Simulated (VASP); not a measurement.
Runs of VASP 6.6.1 on Si. The structure is that of space group Fd-3m (No. 227), or close to it. The cells are those of the table. 

```tsv
task	cell	cutoff (eV)	gap on the mesh (eV)	pressure (GPa)
single point	a = 3.450 Å, angles 60.0°, 2 atoms	520	-	61.1
single point	a = 3.850 Å, angles 60.0°, 2 atoms	520	0.81	(b)
single point	a = 3.771 Å, angles 60.0°, 2 atoms	520	(a)	6.6
relaxation of cell and atoms	relaxed from a = 3.841 Å, angles 60.0°, 2 atoms	600	0.81	0.0
single point	a = 3.689 Å, angles 60.0°, 2 atoms	520	0.56	15.8
```

Alike in all rows: level r2SCAN; potentials or basis VASP PAW PBE potentials, release 64 (Si); no spin polarisation; k mesh 13 × 13 × 13; smearing fermi-dirac 0.08 eV.

Question: Estimate the missing entries.

Answer: (a) 0.71; (b) -0.2.

Caveats: the PAW data sets were made with another functional, which shifts forces and pressure a little.

A k mesh can miss the band edges.
